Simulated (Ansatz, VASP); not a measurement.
## Two plane-wave programs on Ti

INCAR

```
SYSTEM = Ti
PREC = Accurate
ENCUT = 520
EDIFF = 1E-7
ISMEAR = 0
SIGMA = 0.15
LREAL = .FALSE.
LASPH = .TRUE.
NELM = 80
ALGO = Fast
ISIF = 2
LWAVE = .FALSE.
LCHARG = .FALSE.
GGA = PS
NBANDS = 12
```

KPOINTS

```
regular mesh
0
G
  22 22 22
  0 0 0
```

The input POSCAR:

```
Ti
1.0
   -1.3821320070      1.3821320070      2.1641422966
    1.3821320070     -1.3821320070      2.1641422966
    1.3821320070      1.3821320070     -2.1641422966
Ti
1
Direct
    0.0000000000      0.0000000000      0.0000000000
```

Input for Ansatz:

```yaml
crystal:
  lattice:
    - [-1.382132007, 1.382132007, 2.1641422966]
    - [1.382132007, -1.382132007, 2.1641422966]
    - [1.382132007, 1.382132007, -2.1641422966]
  atoms:
    - { symbol: Ti, position: [0.0, 0.0, 0.0] }
basis:
  ecutwfc: 520.0
kpoints:
  mp_grid: { grid: [22, 22, 22] }
hamiltonian:
  xc: pbesol
  pseudopotentials: { kind: paw, azcp: { folder: soft_1 } }
scf:
  occupations: { method: gaussian, width: 0.15 }
output:
  forces: true
  stress: true
  eigenvalues: true
```

Alike in both runs: task single point; functional PBEsol; k mesh 22 × 22 × 22; occupations gaussian, width 0.15 eV; no spin polarisation.

|  | VASP | Ansatz |
| --- | --- | --- |
| version | VASP 6.6.1 | Ansatz 0.2.0 |
| potentials or method | VASP PAW PBE potentials, release 64 (Ti_sv), cutoff 520 eV | scalar-relativistic, plane waves, PAW |
| valence electrons in the cell | 12 | 12 |

```csv
,VASP,Ansatz,Ansatz less VASP
gap on the k mesh at the Fermi level (eV),none,none,-
pressure (GPa),0.6,0.9,+0.28
"traceless stress, the component that is largest in VASP (GPa)",-1.95,-1.92,+0.031
```

VASP's potentials were made for PBE, not for PBEsol, and Ansatz warns of the same on its side. A gap of «none» marks a metal or a gap that the smearing closes.
